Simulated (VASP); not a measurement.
Wanted: the native input for a VASP 6.6.1 run.

```
Task                   : relaxation of cell and atoms
Functional             : PBE
Potentials or basis    : VASP PAW PBE potentials, release 64 (Ti_sv)
Cutoff                 : 600 eV
k mesh                 : 18 × 18 × 18
Occupations            : gaussian, width 0.1 eV
Spin                   : no spin polarisation
Target pressure        : -1 GPa
Dipole correction      : no
Further INCAR settings : ALGO = Normal; EDIFF = 1e-07; IBRION = 2; EDIFFG = -0.008; NSW = 70; ISIF = 3
```

The structure of Ti lies in POSCAR:

```
Ti
1.0
   -1.6331130846      1.6331130846      1.6331130846
    1.6331130846     -1.6331130846      1.6331130846
    1.6331130846      1.6331130846     -1.6331130846
Ti
1
Direct
    0.0000000000      0.0000000000      0.0000000000
```

These files were run (other wordings do the same):

INCAR

```
SYSTEM = Ti
PREC = Accurate ; ENCUT = 600
EDIFF = 1E-7 ; ISMEAR = 0
SIGMA = 0.1 ; LREAL = .False.
LASPH = .True. ; NELM = 100
ALGO = Normal ; ISIF = 3
LWAVE = .False. ; LCHARG = .False.
GGA = PE ; IBRION = 2
NSW = 70 ; EDIFFG = -0.008
PSTRESS = -10.0
```

KPOINTS

```
Automatic mesh
0
Gamma
  18 18 18
  0 0 0
```

Potentials or basis: VASP PAW PBE potentials, release 64 (Ti_sv).

The run is started by

```console
$ cat potpaw_PBE.64/Ti_sv/POTCAR > POTCAR
$ mpirun -np 1 vasp_std > vasp.out
```

Results of the run:

The relaxed volume is 17.38 Å³/atom. The relaxed cell is a = 2.826 Å, b = 2.826 Å, c = 2.826 Å, α = 109.47°, β = 109.47°, γ = 109.47°. The space group after relaxing (to 0.05 Å) is Im-3m (No. 229) and the energy change on relaxing (the enthalpy is what falls) is -0.3 meV/atom. The ionic steps are 3 and the pressure after relaxing is -1.0 GPa. The band gap on the k mesh is zero (band 6 reaches 9.07 eV, above the bottom of band 7 at 7.49 eV).

Caveat: the cell is relaxed towards a set pressure, so the enthalpy falls and the energy may rise.

Wall time 26 s on 1 thread of Intel(R) Xeon(R) 6975P-C (Granite Rapids) (shared host), peak memory 0.17 GiB.
